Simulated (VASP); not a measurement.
Here is a VASP 6.6.1 calculation.

The input INCAR:

```
SYSTEM = CoSi2
PREC = Accurate ; ENCUT = 520
EDIFF = 1E-7 ; ISMEAR = 0
SIGMA = 0.15 ; LREAL = .FALSE.
LASPH = .TRUE. ; NELM = 100
ALGO = Normal ; ISIF = 2
LWAVE = .FALSE. ; LCHARG = .TRUE.
GGA = PE ; LELF = .TRUE.
LVHAR = .TRUE. ; NBANDS = 16
```

Contents of KPOINTS:

```
Automatic mesh
0
G
  16 16 16
  0 0 0
```

POSCAR

```
CoSi2
1.0
    0.0000000000      2.6799390597      2.5459421067
    2.6799390597      0.0000000000      2.5459421067
    2.6799390597      2.6799390597      0.0000000000
Co Si
1 2
Direct
    0.0000000000      0.0000000000      0.0000000000
    0.2500000000      0.2500000000      0.2500000000
    0.7500000000      0.7500000000      0.7500000000
```

Potentials or basis: VASP PAW PBE potentials, release 64 (Co, Si).

Run with:

```console
$ cat potpaw_PBE.64/Co/POTCAR potpaw_PBE.64/Si/POTCAR > POTCAR
$ mpirun -np 1 vasp_std > vasp.out
```

(1) Estimate the pressure.

Results:

(1) 10.3 GPa.

Caveat: the cell differs from its parent crystal (strain +0.000 along x and y, -0.050 along z).
